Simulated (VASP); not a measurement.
Wanted: the native input for a VASP 6.6.1 run.

| Property | Result |
| --- | --- |
| Task | single point |
| Functional | LDA |
| Potentials or basis | VASP PAW LDA potentials, release 64 (Si, C) |
| Cutoff | 520 eV |
| k mesh | 10 × 10 × 10 |
| Occupations | gaussian, width 0.01 eV |
| Spin | no spin polarisation |
| Dipole correction | no |
| Further INCAR settings | ALGO = Normal; EDIFF = 1e-06; NBANDS = 11 |

The structure of SiC lies in POSCAR:

```
SiC
1.0
    2.2077750954      2.2077750954      0.0000000000
   -2.2077750954      2.2077750954      0.0000000000
    0.0000000000      2.2077750954      2.1331587021
Si C
1 1
Direct
    0.0000000000      0.0000000000      0.0000000000
    0.7500000000      0.2500000000      0.5000000000
```

This cell differs from its parent crystal: in-plane strain +0.02, then relaxed in part.

These files were run (other wordings do the same):

INCAR

```
SYSTEM = SiC
  ALGO = Normal
  EDIFF = 1E-6
  ENCUT = 520
  GGA = CA
  ISIF = 2
  ISMEAR = 0
  LASPH = .TRUE.
  LCHARG = .FALSE.
  LREAL = .FALSE.
  LWAVE = .FALSE.
  NBANDS = 11
  NELM = 100
  PREC = Accurate
  SIGMA = 0.01
```

KPOINTS

```
k-points
0
G
  10 10 10
  0 0 0
```

Potentials or basis: VASP PAW LDA potentials, release 64 (Si, C).

Command:

```sh
$ cat potpaw_LDA.64/Si/POTCAR potpaw_LDA.64/C/POTCAR > POTCAR
$ mpirun -np 1 vasp_std > vasp.out
```

It gave:

The pressure is -5.2 GPa and the band gap on the k mesh is 0.96 eV, indirect (least direct gap 4.45 eV).

Caveat: the cell differs from its parent crystal (in-plane strain +0.02, then relaxed in part).

Run time: 5.4 s on 1 thread of Intel(R) Xeon(R) 6975P-C (Granite Rapids) (shared host), peak memory 0.13 GiB.
